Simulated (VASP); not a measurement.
# AlN (P6_3mc) in VASP: a series of runs

The runs below take AlN through relaxation of cell and atoms, single point, with PBE, HSE06, PBEsol.

Program: VASP 6.6.1. These are calculated values, not measurements. Logs are shortened: lines on timing, memory, paths and dates and some standing lists are left out, and cuts for length are marked.

## 1. The cell of the first run

Symmetry: P6_3mc, No. 186, hexagonal system. The conventional cell has a = 3.113 Å, b = 3.113 Å, c = 4.981 Å, α = 90.00°, β = 90.00°, γ = 120.00°. Al (site symmetry 3m) has 4 N at 1.89 Å within 2.5 Å. Within 2.5 Å of N (site symmetry 3m) lie 4 Al at 1.89 Å.

## 2. Relaxation of cell and atoms, PBE, target pressure 30 GPa, at which the enthalpy is minimised

INCAR

```
SYSTEM = AlN
  PREC = Accurate
  ENCUT = 600
  EDIFF = 1E-6
  ISMEAR = -1
  SIGMA = 0.05
  LREAL = .FALSE.
  LASPH = .TRUE.
  NELM = 60
  ALGO = Normal
  ISIF = 3
  LWAVE = .FALSE.
  LCHARG = .FALSE.
  GGA = PE
  IBRION = 2
  NSW = 80
  EDIFFG = -0.01
  PSTRESS = 300.0
```

KPOINTS

```
regular mesh
0
G
  10 10 6
  0 0 0
```

POSCAR

```
AlN
1.0
    3.1130000000      0.0000000000      0.0000000000
   -1.5565000000      2.6959370820      0.0000000000
    0.0000000000      0.0000000000      4.9810000000
Al N
2 2
Direct
    0.6666666667      0.3333333333      0.5000000000
    0.3333333333      0.6666666667      0.0000000000
    0.6666666667      0.3333333333      0.8800000000
    0.3333333333      0.6666666667      0.3800000000
```

Potentials or basis: VASP PAW PBE potentials, release 64 (Al, N).

Launch:

```sh
> cat potpaw_PBE.64/Al/POTCAR potpaw_PBE.64/N/POTCAR > POTCAR
> mpirun -np 1 vasp_std > vasp.out
```

OUTCAR:

```text
SYSTEM = AlN
   PREC = Accurate
   ENCUT = 600
   EDIFF = 1E-6
   ISMEAR = -1
   LREAL = .FALSE.
   LASPH = .TRUE.
   NELM = 60
   ISIF = 3
   GGA = PE
   IBRION = 2
   NSW = 80
   EDIFFG = -0.01
   PSTRESS = 300.0

 ion  position               nearest neighbor table
   1  0.667  0.333  0.500-   3 1.89   4 1.89   4 1.89   4 1.89   2 3.07   2 3.07   2 3.07   2 3.07
                             2 3.07   2 3.07
   2  0.333  0.667  0.000-   4 1.89   3 1.89   3 1.89   3 1.89   1 3.07   1 3.07   1 3.07   1 3.07
                             1 3.07   1 3.07
   3  0.667  0.333  0.880-   1 1.89   2 1.89   2 1.89   2 1.89
   4  0.333  0.667  0.380-   2 1.89   1 1.89   1 1.89   1 1.89

  LATTYP: Found a hexagonal cell.
 ALAT       =     3.1130000000
 C/A-ratio  =     1.6000642467

  Lattice vectors:

 A1 = (   3.1130000000,   0.0000000000,   0.0000000000)
 A2 = (  -1.5565000000,   2.6959370820,   0.0000000000)
 A3 = (   0.0000000000,   0.0000000000,   4.9810000000)

Analysis of symmetry for initial positions (statically):
=====================================================================
 Subroutine PRICEL returns:
 Original cell was already a primitive cell.

 Routine SETGRP: Setting up the symmetry group for a
 hexagonal supercell.

 Subroutine GETGRP returns: Found 12 space group operations
 (whereof  6 operations were pure point group operations)
 out of a pool of 24 trial point group operations.

The static configuration has the point symmetry C_3v.
 The point group associated with its full space group is C_6v.

Analysis of symmetry for dynamics (positions and initial velocities):
=====================================================================
 Subroutine PRICEL returns:
 Original cell was already a primitive cell.

 Routine SETGRP: Setting up the symmetry group for a
 hexagonal supercell.

 Subroutine GETGRP returns: Found 12 space group operations
 (whereof  6 operations were pure point group operations)
 out of a pool of 24 trial point group operations.

The dynamic configuration has the point symmetry C_3v.
 The point group associated with its full space group is C_6v.

 Subroutine INISYM returns: Found 12 space group operations
 (whereof  6 operations are pure point group operations),
 and found     1 'primitive' translations

----------------------------------------------------------------------------------------

                                     Primitive cell

  volume of cell :      41.8028

  direct lattice vectors                    reciprocal lattice vectors
     3.113000000  0.000000000  0.000000000     0.321233537  0.185464269  0.000000000
    -1.556500000  2.695937082  0.000000000     0.000000000  0.370928538  0.000000000
     0.000000000  0.000000000  4.981000000     0.000000000  0.000000000  0.200762899

  length of vectors
     3.113000000  3.113000000  4.981000000     0.370928538  0.370928538  0.200762899

  position of ions in fractional coordinates (direct lattice)
     0.666666667  0.333333333  0.500000000
     0.333333333  0.666666667  0.000000000
     0.666666667  0.333333333  0.880000000
     0.333333333  0.666666667  0.380000000

  ion indices of the primitive-cell ions
   primitive index   ion index
                 1           1
                 2           2
                 3           3
                 4           4

----------------------------------------------------------------------------------------

 KPOINTS: regular mesh

Automatic generation of k-mesh.
 Grid dimensions read from file:
 generate k-points for:   10   10    6

 Generating k-lattice:

  Cartesian coordinates                     Fractional coordinates (reciprocal lattice)
     0.032123354  0.018546427  0.000000000     0.100000000  0.000000000  0.000000000
     0.000000000  0.037092854  0.000000000     0.000000000  0.100000000  0.000000000
     0.000000000  0.000000000  0.033460483     0.000000000  0.000000000  0.166666667

  Length of vectors
     0.037092854  0.037092854  0.033460483

  Shift w.r.t. Gamma in fractional coordinates (k-lattice)
     0.000000000  0.000000000  0.000000000

 Subroutine IBZKPT returns following result:
 ===========================================

 Found     56 irreducible k-points:

 Following reciprocal coordinates:
            Coordinates               Weight
  0.000000  0.000000  0.000000      1.000000
  0.100000 -0.000000  0.000000      6.000000
  0.200000 -0.000000  0.000000      6.000000
  0.300000 -0.000000  0.000000      6.000000
  0.400000  0.000000  0.000000      6.000000
  0.500000 -0.000000  0.000000      3.000000
[... 16 lines left out ...]
  0.300000  0.100000  0.166667     24.000000
  0.400000  0.100000  0.166667     24.000000
 [... further k-points ...]
   k-points           NKPTS =     56   k-points in BZ     NKDIM =     56   number of bands    NBANDS=     12
   number of dos      NEDOS =    301   number of ions     NIONS =      4
   total plane-waves  NPLWV =  31360
   dimension x,y,z NGX =    28 NGY =   28 NGZ =   40
   dimension x,y,z NGXF=    56 NGYF=   56 NGZF=   80
   ions per type =               2   2
   NGX,Y,Z   is equivalent  to a cutoff of  14.95, 14.95, 13.35 a.u.
   NGXF,Y,Z  is equivalent  to a cutoff of  29.91, 29.91, 26.70 a.u.
 SYSTEM =  AlN
   PREC   = accura    normal or accurate (medium, high low for compatibility)
   ISTART =      0    job   : 0-new  1-cont  2-samecut
   ICHARG =      2    charge: 1-file 2-atom 10-const
   ISPIN  =      1    spin polarized calculation?
   LNONCOLLINEAR =      F non collinear calculations
   LSORBIT =      F    spin-orbit coupling
   LASPH  =      T    aspherical Exc in radial PAW
   ENCUT  =  600.0 eV  44.10 Ry    6.64 a.u.   6.22  6.22  9.95*2*pi/ulx,y,z
   NELM   =     60;   NELMIN=  2; NELMDL= -5     # of ELM steps
   EDIFF  = 0.1E-05   stopping-criterion for ELM
   LREAL  =      F    real-space projection
   EDIFFG = -.1E-01   stopping-criterion for IOM
   NSW    =     80    number of steps for IOM
   IBRION =      2    ionic relax: 0-MD 1-quasi-New 2-CG
   NFREE  =      1    steps in history (QN), initial steepest desc. (CG)
   ISIF   =      3    stress and relaxation
   ISYM   =      2    0-nonsym 1-usesym 2-fastsym
   POTIM  = 0.5000    time-step for ionic-motion
   TEBEG  =    0.0;   TEEND  =   0.0 temperature during run
   PSTRESS=  300.0 pullay stress
   NELECT =      16.0000    total number of electrons
   NUPDOWN=      -1.0000    fix difference up-down
   EMIN   =  10.00;   EMAX   =-10.00  energy-range for DOS
   EFERMI =   0.00;   METHOD = LEGACY
   ISMEAR =    -1;   SIGMA  =   0.05  broadening in eV -4-tet -1-fermi 0-gaus
   EFERMI_NEDOS =   21; number of points for ismear=-14 and -15
   IALGO  =     38    algorithm
   IMIX   =      4    mixing-type and parameters
     AMIX     =   0.40;   BMIX     =  1.00
     AMIX_MAG =   1.60;   BMIX_MAG =  1.00
  volume/ion in A,a.u.               =      10.45        70.52
  Fermi-wavevector in a.u.,A,eV,Ry     =   1.188629  2.246183 19.222843  1.412839
  Thomas-Fermi vector in A             =   2.324754
   LORBIT       =      0    0 simple, 1 ext, 2 COOP (PROOUT), +10 PAW based schemes
   GGA     = PE    functional components
   LHFCALC =     F    Hartree Fock is set to
   AEXX    =    0.0000 exact exchange contribution
   IVDW    =     0    specifies the selected vdW correction
   LEPSILON=     F    determine dielectric tensor
   LRPA    =     F    only Hartree local field effects (RPA)
 conjugate gradient relaxation of ions
 non-spin polarized calculation
  energy-cutoff  :      600.00
  volume of cell :       41.80
 maximum number of plane-waves:      1412
 NGX is ok and might be reduce to    28
   NGX = 13   NGY = 13   NGZ = 19

--------------------------------------- Ionic step        1  -------------------------------------------

 number of electron      16.0000000 magnetization

 Free energy of the ion-electron system (eV)
  ---------------------------------------------------
  ext. energy  EPLUGINS =         0.00000000
  ---------------------------------------------------
  free energy    TOTEN  =       -29.77431307 eV

  energy without entropy =      -29.77431307  energy(sigma->0) =      -29.77431307

------------------------ aborting loop because EDIFF is reached ----------------------------------------

  FORCE on cell =-STRESS in cart. coord.  units (eV):
  Direction    XX          YY          ZZ          XY          YZ          ZX
  --------------------------------------------------------------------------------------
  -------------------------------------------------------------------------------------
  Total        0.7297032      0.7297032      1.1617196      0.0000000      0.0000000      0.0000000
  in kB       27.9673579     27.9673579     44.5252630      0.0000000      0.0000000      0.0000000
  external PRESSURE =    -266.5133404 kB  Pullay stress =     300.0000000 kB
[... 305 lines left out ...]
  enthalpy is  TOTEN    =       -22.3252448391 eV   P V=        7.0584252137

--------------------------------------- Ionic step        9  -------------------------------------------

 number of electron      16.0000001 magnetization

 Free energy of the ion-electron system (eV)
  ---------------------------------------------------
  ext. energy  EPLUGINS =         0.00000000
  ---------------------------------------------------
  free energy    TOTEN  =       -29.37064057 eV

  energy without entropy =      -29.37064057  energy(sigma->0) =      -29.37064057

 E-fermi :   8.2373     XC(G=0): -11.3743

 val. band max:        7.2883142573   @ k =   0.0000   0.0000   0.0000
 cond. band min:      12.3749969554   @ k =   0.0000   0.0000   0.0000
 fundamental gap:      5.0866826981
 Fermi energy:         8.2372672227

 k-point     1 :       0.0000    0.0000    0.0000
  band No.  band energies     occupation
      1      -8.6404      2.00000
      2      -6.1091      2.00000
      3       0.7605      2.00000
      4       6.2320      2.00000
      5       6.2320      2.00000
      6       6.9326      2.00000
      7       6.9326      2.00000
      8       7.2883      2.00000
      9      12.3750      0.00000
     10      14.7254      0.00000
     11      18.7784      0.00000
     12      19.0265      0.00000
[... 331 lines left out ...]
 k-point    24 :       0.4000    0.1000    0.1667
  band No.  band energies     occupation
      1      -6.3644      2.00000
      2      -5.5776      2.00000
      3       1.3846      2.00000
      4       2.5397      2.00000
      5       3.9116      2.00000
      6       4.7390      2.00000
      7       5.7031      2.00000
      8       6.0710      2.00000
      9      13.0645      0.00000
     10      14.0318      0.00000
     11      16.8844      0.00000
     12      17.7416      0.00000

 [... further k-points ...]

------------------------ aborting loop because EDIFF is reached ----------------------------------------

  FORCE on cell =-STRESS in cart. coord.  units (eV):
  Direction    XX          YY          ZZ          XY          YZ          ZX
  --------------------------------------------------------------------------------------
  -------------------------------------------------------------------------------------
  Total        7.0332619      7.0332619      7.0157313      0.0000000      0.0000000     -0.0000000
  in kB      299.5161923    299.5161923    298.7696434      0.0000000      0.0000000     -0.0000000
  external PRESSURE =      -0.7326573 kB  Pullay stress =     300.0000000 kB
[... 19 lines left out ...]
  FREE ENERGIE OF THE ION-ELECTRON SYSTEM (eV)
  ---------------------------------------------------
  free  energy   TOTEN  =       -29.3706405726 eV

  energy  without entropy=      -29.3706405726  energy(sigma->0) =      -29.37064057

  enthalpy is  TOTEN    =       -22.3260179122 eV   P V=        7.0446226604

 reached required accuracy - stopping structural energy minimisation
```

Run time: 4.4 min. Hardware: 1 thread of Intel Xeon 8259CL, shared host; peak memory 0.2 GiB.

Results:

| Property | Result |
| --- | --- |
| Free energy | -29.3706 eV |
| Relaxed volume | 9.41 Å³/atom |
| Relaxed cell | a = 3.014 Å, b = 3.014 Å, c = 4.782 Å, α = 90.00°, β = 90.00°, γ = 120.00° |
| Space group after relaxing (to 0.1 Å) | P6_3mc (No. 186) |
| Energy change on relaxing (the run minimises the enthalpy) | +100.9 meV/atom |
| Ionic steps | 9 |
| Pressure after relaxing | 29.9 GPa |
| Largest force after relaxing | 0.006 eV/Å |
| Band gap on the k mesh | 5.09 eV |

Forces on the atoms (eV/Å):
```
Al   0.000  0.000 -0.006
Al   0.000  0.000 -0.006
N    0.000  0.000  0.006
N    0.000  0.000  0.006
```

Step by step:
| step | energy change (eV) | largest force (eV/Å) | pressure (GPa) | volume (Å³) |
| --- | --- | --- | --- | --- |
| 1 | 0.0000 | 0.1289 | 3.35 | 41.80 |
| 2 | 2.4074 | 0.0914 | 93.84 | 32.14 |
| 3 | 0.3719 | 0.1019 | 28.63 | 37.81 |
| 4 | 0.3991 | 0.0992 | 29.83 | 37.66 |
| 5 | 0.4141 | 0.0979 | 30.47 | 37.58 |
| 6 | 0.4141 | 0.0233 | 30.47 | 37.57 |
| 7 | 0.4154 | 0.0532 | 30.46 | 37.56 |
| 8 | 0.3906 | 0.0797 | 29.26 | 37.70 |
| 9 | 0.4037 | 0.0057 | 29.93 | 37.62 |

Final structure:
```
Al N
1.0
     3.01412    0.00000    0.00000
    -1.50706    2.61031    0.00000
     0.00000    0.00000    4.78183
Al N
2 2
Direct
  0.66667 0.33333 0.49770
  0.33333 0.66667 0.99769
  0.66667 0.33333 0.88231
  0.33333 0.66667 0.38231
```

Caveat: the cell is relaxed towards a set pressure, so the run minimises the enthalpy, not the energy. A k mesh can miss the band edges.

## 3. Single point, HSE06

POSCAR is that of step 2.

INCAR.step1

```
ALGO = Normal
EDIFF = 1E-5
ENCUT = 520
GGA = PE
ISIF = 2
ISMEAR = -1
LASPH = T
LREAL = F
LWAVE = T
NBANDS = 16
NELM = 100
PREC = Accurate
SIGMA = 0.05
```

INCAR.step2

```
ALGO = Normal
EDIFF = 1E-7
ENCUT = 520
GGA = PE
HFSCREEN = 0.2079
ISIF = 2
ISMEAR = -1
ISTART = 1
LASPH = T
LCHARG = T
LELF = T
LHFCALC = T
LREAL = F
LVHAR = T
LWAVE = F
NBANDS = 16
NELM = 100
PREC = Accurate
PRECFOCK = Normal
SIGMA = 0.05
```

KPOINTS

```
k-points
0
Gamma
  6 6 3
```

Potentials or basis: VASP PAW PBE potentials, release 64 (Al, N).

Launch:

```sh
> cat potpaw_PBE.64/Al/POTCAR potpaw_PBE.64/N/POTCAR > POTCAR
> cp INCAR.step1 INCAR
> mpirun -np 1 vasp_std > vasp.out
> cp INCAR.step2 INCAR
> mpirun -np 1 vasp_std > vasp.out
```

It took 13 min on 1 thread of Intel Xeon Platinum 8259CL at 2.50GHz (Skylake/Cascade Lake), shared host; peak memory 0.26 GiB.

Results (log left out):

```
Free energy            : -34.8908 eV
Pressure               : -1.7 GPa
Largest force          : 0.127 eV/Å
Band gap on the k mesh : 5.57 eV
```

Forces in eV/Å, atoms in the order of the input:
```
Al   0.000  0.000 -0.127
Al   0.000  0.000 -0.127
N    0.000  0.000  0.127
N    0.000  0.000  0.127
```

Stress tensor (GPa, compression positive):
```
-2.27  0.00  0.00
 0.00 -2.27  0.00
 0.00  0.00 -0.63
```

Levels at points of the mesh, in eV from the valence-band top:
```
           k point  band 4  band 5  band 6  band 7  band 8  band 9  band 10  band 11  band 12  band 13
(0.00, 0.00, 0.00)   -0.92   -0.92   -0.19   -0.19    0.00    5.57     8.13    12.46    12.78    12.78
(0.50, 0.00, 0.00)   -4.49   -3.62   -2.27   -1.89   -0.73    7.18     7.18     9.74    12.10    12.50
```

Caveat: the k points lie up to 0.42 Å⁻¹ apart; the PAW data sets were made with another functional, which shifts forces and pressure a little.

(Continued in part 2 of 2.)
